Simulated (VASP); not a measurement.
# Cu (P6/mmm) in VASP: a series of runs, part 2 of 3

VASP 6.6.1. Earlier steps stand in the parts before.

## (3) Single point, BLYP (12.42 Å³/atom)

This run uses another cell than the first one, of 12.42 Å³/atom.

File INCAR:

```
SYSTEM = Cu
  PREC = Accurate
  ENCUT = 520
  EDIFF = 1E-6
  ISMEAR = -1
  SIGMA = 0.1
  LREAL = .False.
  LASPH = .True.
  NELM = 100
  ALGO = Normal
  ISIF = 2
  LWAVE = .False.
  LCHARG = .False.
  GGA = B5
  ALDAX = 1.0
  AGGAX = 1.0
  AGGAC = 1.0
  ALDAC = 0.0
  NBANDS = 24
```

File KPOINTS:

```
regular mesh
0
Gamma
  10 10 14
  0 0 0
```

File POSCAR:

```
Cu
1.0
    4.1541185003      0.0000000000      0.0000000000
   -2.0770592501      3.5975721516      0.0000000000
    0.0000000000      0.0000000000      2.4941032165
Cu
3
Direct
    1.0000000000      1.0000000000      0.0000000000
    0.3333333333      0.6666666667      0.5000000000
    0.6666666667      0.3333333333      0.5000000000
```

Potentials or basis: VASP PAW PBE potentials, release 64 (Cu).

Started as:

```console
$ cat potpaw_PBE.64/Cu/POTCAR > POTCAR
$ mpirun -np 1 vasp_std > vasp.out
```

OUTCAR:

```text
SYSTEM = Cu
   PREC = Accurate
   ENCUT = 520
   EDIFF = 1E-6
   ISMEAR = -1
   LREAL = .False.
   LASPH = .True.
   NELM = 100
   ISIF = 2
   GGA = B5

 ion  position               nearest neighbor table
   1  0.000  0.000  0.000-   2 2.70   3 2.70   2 2.70   3 2.70   2 2.70   2 2.70   3 2.70   3 2.70
                             3 2.70   3 2.70   2 2.70   2 2.70
   2  0.333  0.667  0.500-   3 2.40   3 2.40   3 2.40   1 2.70   1 2.70   1 2.70   1 2.70   1 2.70
                             1 2.70
   3  0.667  0.333  0.500-   2 2.40   2 2.40   2 2.40   1 2.70   1 2.70   1 2.70   1 2.70   1 2.70
                             1 2.70

  LATTYP: Found a hexagonal cell.
 ALAT       =     4.1541185003
 C/A-ratio  =     0.6003928911

  Lattice vectors:

 A1 = (   4.1541185003,   0.0000000000,   0.0000000000)
 A2 = (  -2.0770592501,   3.5975721516,   0.0000000000)
 A3 = (   0.0000000000,   0.0000000000,   2.4941032165)

Analysis of symmetry for initial positions (statically):
=====================================================================
 Subroutine PRICEL returns:
 Original cell was already a primitive cell.

 Routine SETGRP: Setting up the symmetry group for a
 hexagonal supercell.

 Subroutine GETGRP returns: Found 24 space group operations
 (whereof 24 operations were pure point group operations)
 out of a pool of 24 trial point group operations.

The static configuration has the point symmetry D_6h.

Analysis of symmetry for dynamics (positions and initial velocities):
=====================================================================
 Subroutine PRICEL returns:
 Original cell was already a primitive cell.

 Routine SETGRP: Setting up the symmetry group for a
 hexagonal supercell.

 Subroutine GETGRP returns: Found 24 space group operations
 (whereof 24 operations were pure point group operations)
 out of a pool of 24 trial point group operations.
[... 118 lines left out ...]
   ISMEAR =    -1;   SIGMA  =   0.10  broadening in eV -4-tet -1-fermi 0-gaus
   EFERMI_NEDOS =   21; number of points for ismear=-14 and -15
   IALGO  =     38    algorithm
   IMIX   =      4    mixing-type and parameters
     AMIX     =   0.40;   BMIX     =  1.00
     AMIX_MAG =   1.60;   BMIX_MAG =  1.00
  volume/ion in A,a.u.               =      12.42        83.85
  Fermi-wavevector in a.u.,A,eV,Ry     =   1.571973  2.970599 33.621364  2.471101
  Thomas-Fermi vector in A             =   2.673477
   LORBIT       =      0    0 simple, 1 ext, 2 COOP (PROOUT), +10 PAW based schemes
   GGA     = B5    functional components
   LHFCALC =     F    Hartree Fock is set to
   AEXX    =    0.0000 exact exchange contribution
   IVDW    =     0    specifies the selected vdW correction
   LEPSILON=     F    determine dielectric tensor
   LRPA    =     F    only Hartree local field effects (RPA)
 non-spin polarized calculation
  energy-cutoff  :      520.00
  volume of cell :       37.27
 maximum number of plane-waves:      1030
 NGX is ok and might be reduce to    32
   NGX = 15   NGY = 15   NGZ =  9

 number of electron      33.0000014 magnetization

 Free energy of the ion-electron system (eV)
  ---------------------------------------------------
  ext. energy  EPLUGINS =         0.00000000
  ---------------------------------------------------
  free energy    TOTEN  =        -8.74608797 eV

  energy without entropy =       -8.71560248  energy(sigma->0) =       -8.73084523

 E-fermi :   7.4933     XC(G=0): -11.8610

 val. band max:        7.4751515113   @ k =   0.2000   0.1000   0.5000
 cond. band min:       7.5128397336   @ k =   0.2000   0.2000   0.1429
 fundamental gap:      0.0376882222
 Fermi energy:         7.4932967235

 k-point     1 :       0.0000    0.0000    0.0000
  band No.  band energies     occupation
      1      -1.4257      2.00000
      2       3.0823      2.00000
      3       3.9456      2.00000
      4       3.9635      2.00000
      5       3.9635      2.00000
      6       4.0226      2.00000
[... 637 lines left out ...]
     23      23.4418      0.00000
     24      23.8152      0.00000

 [... further k-points ...]

------------------------ aborting loop because EDIFF is reached ----------------------------------------

  FORCE on cell =-STRESS in cart. coord.  units (eV):
  Direction    XX          YY          ZZ          XY          YZ          ZX
  --------------------------------------------------------------------------------------
  -------------------------------------------------------------------------------------
  Total        1.3500687      1.3500687      1.2224679      0.0000000      0.0000000      0.0000000
  in kB       58.0314790     58.0314790     52.5466726      0.0000000      0.0000000      0.0000000
  external PRESSURE =      56.2032102 kB  Pullay stress =       0.0000000 kB

 VOLUME and BASIS-vectors are now :
 -----------------------------------------------------------------------------
  energy-cutoff  :      520.00
  volume of cell :       37.27
      direct lattice vectors                 reciprocal lattice vectors
     4.154118500  0.000000000  0.000000000     0.240724958  0.138982619  0.000000000
    -2.077059250  3.597572152  0.000000000     0.000000000  0.277965238  0.000000000
     0.000000000  0.000000000  2.494103217     0.000000000  0.000000000  0.400945716

 POSITION                                       TOTAL-FORCE (eV/Angst)
 -----------------------------------------------------------------------------------
      0.00000      0.00000      0.00000        -0.000000     -0.000000      0.000000
     -0.00000      2.39838      1.24705        -0.000000      0.000000     -0.000000
      2.07706      1.19919      1.24705         0.000000     -0.000000      0.000000
 -----------------------------------------------------------------------------------
    total drift:                               -0.000000      0.000000      0.000000

  FREE ENERGIE OF THE ION-ELECTRON SYSTEM (eV)
  ---------------------------------------------------
  free  energy   TOTEN  =        -8.7460879714 eV

  energy  without entropy=       -8.7156024846  energy(sigma->0) =       -8.73084523
```

stdout:

```text
POSCAR found type information on POSCAR Cu
 POSCAR found :  1 types and       3 ions
 scaLAPACK will be used
 -----------------------------------------------------------------------------
|                                                                             |
|                                                                             |
|     You enforced a specific xc type in the INCAR file but a different       |
|     I HOPE YOU KNOW WHAT YOU ARE DOING!                                     |
|                                                                             |
 -----------------------------------------------------------------------------

 LDA part: xc-table for (Slater(with rela. corr.)+VWN5), standard interpolation
 POSCAR, INCAR and KPOINTS ok, starting setup
 FFT: planning ... GRIDC
 FFT: planning ... GRID_SOFT
 FFT: planning ... GRID
 WAVECAR not read
 entering main loop
```

It took 3 min on 1 thread of AMD EPYC 7R13, shared host; peak memory 0.18 GiB.

Results:

```yaml
Free_energy: -8.7461 eV
Pressure: 5.6 GPa
Band_gap_on_the_k_mesh: zero (an odd number of electrons rules out a gap without spin polarisation)
```

Stress tensor (GPa, compression positive):
```
5.80 0.00 0.00
0.00 5.80 0.00
0.00 0.00 5.25
```

Caveat: the cell stands under pressure; the PAW data sets were made with another functional, which shifts forces and pressure a little.

## (4) Single point, BLYP (12.94 Å³/atom)

This run uses another cell than the first one, of 12.94 Å³/atom.

File INCAR:

```
SYSTEM = Cu
PREC = Accurate ; ENCUT = 520
EDIFF = 1E-6 ; ISMEAR = -1
SIGMA = 0.1 ; LREAL = .False.
LASPH = .True. ; NELM = 60
ALGO = Normal ; ISIF = 2
LWAVE = .False. ; LCHARG = .False.
GGA = B5 ; ALDAX = 1.0
AGGAX = 1.0 ; AGGAC = 1.0
ALDAC = 0.0 ; NBANDS = 24
```

File KPOINTS:

```
Automatic mesh
0
Gamma
  10 10 14
  0 0 0
```

File POSCAR:

```
Cu
1.0
    4.2110313054      0.0000000000      0.0000000000
   -2.1055156527      3.6468600866      0.0000000000
    0.0000000000      0.0000000000      2.5282732601
Cu
3
Direct
    1.0000000000      1.0000000000      0.0000000000
    0.3333333333      0.6666666667      0.5000000000
    0.6666666667      0.3333333333      0.5000000000
```

Started as:

```console
$ cat potpaw_PBE.64/Cu/POTCAR > POTCAR
$ mpirun -np 1 vasp_std > vasp.out
```

Run time: 3.5 min. Hardware: 1 thread of AMD EPYC 7R13, shared host; peak memory 0.18 GiB.

Results (log left out):

```yaml
Free_energy: -8.7758 eV
Pressure: 0.6 GPa
Band_gap_on_the_k_mesh: zero (an odd number of electrons rules out a gap without spin polarisation)
```

Stress tensor (GPa, compression positive):
```
0.77 0.00 0.00
0.00 0.77 0.00
0.00 0.00 0.38
```

Levels at points of the mesh, in eV from the Fermi level:
```csv
k point,band 12,band 13,band 14,band 15,band 16,band 17,band 18,band 19,band 20,band 21
"(0.00, 0.00, 0.00)",-2.36,-2.31,-2.31,-1.63,-1.63,4.42,4.42,4.42,4.42,5.42
"(0.50, 0.00, 0.00)",-1.94,-1.83,-1.82,-1.80,-1.67,-1.59,-0.33,3.65,13.09,13.11
"(0.00, 0.00, 0.50)",-1.88,-1.75,-1.75,-1.36,-0.33,0.19,7.80,8.16,8.16,9.24
"(0.50, 0.00, 0.50)",-1.93,-1.85,-1.64,-1.48,0.64,0.89,3.22,3.24,6.51,7.10
```

Caveat: the PAW data sets were made with another functional, which shifts forces and pressure a little.

(Part 2 of 3 ends here.)

The gap in the log of VASP goes by the Fermi energy; the results here count the filled bands.